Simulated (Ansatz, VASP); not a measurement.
# One calculation of TaGe4, two programs

```xyz
5
Lattice="-3.3968 3.3968 1.8755 3.3968 -3.3968 1.8755 3.3968 3.3968 -1.8755" Properties=species:S:1:pos:R:3 pbc="T T T"
Ta    0.0000    0.0000    1.8755
Ge    2.5840    1.3226    1.8755
Ge   -1.3226    2.5840    1.8755
Ge    4.7195    0.8128    0.0000
Ge    0.8128    2.0742    0.0000
```

Alike in both runs: functional PBE; k mesh 6 × 6 × 6; occupations gaussian, width 0.1 eV; no spin polarisation.

Ansatz relaxed the structure, and its values are those at the end. VASP's run is a single point on that final structure, the one shown.

|  | VASP | Ansatz |
| --- | --- | --- |
| version | VASP 6.6.1 | Ansatz 0.2.0 |
| potentials or method | VASP PAW PBE potentials, release 64 (Ta_pv, Ge_d), cutoff 520 eV | scalar-relativistic, plane waves, PAW |
| valence electrons in the cell | 67 | 69 |

|  | VASP | Ansatz | Ansatz less VASP |
| --- | --- | --- | --- |
| gap on the k mesh at the Fermi level (eV) | none | none | - |
| pressure (GPa) | -0.1 | -0.2 | -0.10 |
| rms of the force components (eV/Å) | 0.010 | 0.010 | +0.0004 |

A gap of «none» marks a metal or a gap that the smearing closes. VASP's potentials hold 67 valence electrons a cell and Ansatz's 69, so a difference there can come from the potentials and not from the codes.

Spin-orbit coupling is off throughout.
